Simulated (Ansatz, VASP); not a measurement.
## Two plane-wave programs on MgO

```
Mg O
1.0
     0.00000    2.03877    2.03877
     2.03877    0.00000    2.03877
     2.03877    2.03877    0.00000
Mg O
1 1
Direct
  0.00000 0.00000 0.00000
  0.50000 0.50000 0.50000
```

Alike in both runs: task single point; functional PBE; k mesh 10 × 10 × 10; occupations gaussian, width 0.05 eV; no spin polarisation.

|  | VASP | Ansatz |
| --- | --- | --- |
| version | VASP 6.6.1 | Ansatz 0.2.0 |
| potentials or method | VASP PAW PBE potentials, release 64 (Mg, O), cutoff 520 eV | scalar-relativistic, plane waves, PAW |
| valence electrons in the cell | 8 | 16 |

|  | VASP | Ansatz | Ansatz less VASP |
| --- | --- | --- | --- |
| gap on the k mesh at the Fermi level (eV) | 5.73 | 5.75 | +0.013 |
| least direct gap on the mesh (eV) | 5.73 | 5.75 | +0.013 |
| pressure (GPa) | 23.9 | 24.6 | +0.68 |

VASP's potentials hold 8 valence electrons a cell and Ansatz's 16, so a difference there can come from the potentials and not from the codes.
